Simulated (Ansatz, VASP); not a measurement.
# KMgF3 in VASP and in Ansatz

```
K Mg F
1.0
     4.08457    0.00000    0.00000
     0.00000    4.08457    0.00000
     0.00000    0.00000    4.08457
K Mg F
1 1 3
Direct
  0.50000 0.50000 0.50000
  0.00000 0.00000 0.00000
  0.50000 0.00000 0.00000
  0.00000 0.50000 0.00000
  0.00000 0.00000 0.50000
```

Alike in both runs: task single point; functional PBE; k mesh 6 × 6 × 6; no spin polarisation.

```csv
,VASP,Ansatz
version,VASP 6.6.1,Ansatz 0.2.0
potentials or method,"VASP PAW PBE potentials, release 64 (K_sv, Mg, F), cutoff 520 eV","scalar-relativistic, plane waves, PAW"
occupations,"gaussian, width 0.01 eV",fixed
valence electrons in the cell,32,40
```

Ansatz gave:

* gap on the k mesh at the Fermi level (eV): 6.80
* least direct gap on the mesh (eV): 7.12
* pressure (GPa): -1.4

**Question.** Estimate VASP's values.

**Answer.** gap on the k mesh at the Fermi level (eV): 6.77; least direct gap on the mesh (eV): 7.09; pressure (GPa): -1.8.

VASP's potentials hold 32 valence electrons a cell and Ansatz's 40, so a difference there can come from the potentials and not from the codes.
